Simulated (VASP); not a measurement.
Input of a VASP 6.6.1 run:

The input POSCAR:

```
GaP
1.0
    0.0000000000      2.7252500000      2.7252500000
    2.7252500000      0.0000000000      2.7252500000
    2.7252500000      2.7252500000      0.0000000000
Ga P
1 1
Direct
    0.0000000000      0.0000000000      0.0000000000
    0.2500000000      0.2500000000      0.2500000000
```

File INCAR.step1:

```
PREC = Accurate
ENCUT = 500
EDIFF = 1E-8
ISMEAR = 0
SIGMA = 0.01
LREAL = F
LASPH = T
NELM = 80
ALGO = Normal
LWAVE = T
LCHARG = F
GGA = PS
```

Contents of INCAR.step2:

```
PREC = Accurate
ENCUT = 500
EDIFF = 1E-8
ISMEAR = 0
SIGMA = 0.01
LREAL = F
LASPH = T
NELM = 1
ALGO = Exact
LWAVE = T
LCHARG = F
GGA = PS
NBANDS = 69
LOPTICS = T
ISTART = 1
```

Contents of INCAR.step3:

```
PREC = Accurate
ENCUT = 500
EDIFF = 1E-8
ISMEAR = 0
SIGMA = 0.01
LREAL = F
LASPH = T
ALGO = EVGW0
LWAVE = F
LCHARG = F
GGA = PS
NELMGW = 1
NBANDS = 69
ENCUTGW = 100.0
NOMEGA = 48
PRECFOCK = Fast
ISTART = 1
NBANDSGW = 17
```

Contents of KPOINTS:

```
regular mesh
0
Gamma
  4 4 4
```

Potentials or basis: VASP PAW PBE potentials, release 64 (Ga_d_GW, P_GW).

Launch:

```console
$ cat potpaw_PBE.64/Ga_d_GW/POTCAR potpaw_PBE.64/P_GW/POTCAR > POTCAR
$ cp INCAR.step1 INCAR
$ mpirun -np 1 vasp_std > vasp.out
$ cp INCAR.step2 INCAR
$ mpirun -np 1 vasp_std > vasp.out
$ cp INCAR.step3 INCAR
$ mpirun -np 1 vasp_std > vasp.out
```

Task: What does it give for the quasiparticle gap?

Result: 2.00 eV.

Task: Predict the least direct quasiparticle gap.

Result: 2.70 eV.

Task: What does it give for the least direct gap of the starting levels on the mesh?

Result: 1.74 eV.

Task: What does it give for the band gap of the starting levels on the mesh?

Result: 1.48 eV.

Caveat: the k points lie up to 0.50 Å⁻¹ apart; bands, screening cutoff and mesh are small and nothing is extrapolated, so the quasiparticle values aren't converged.
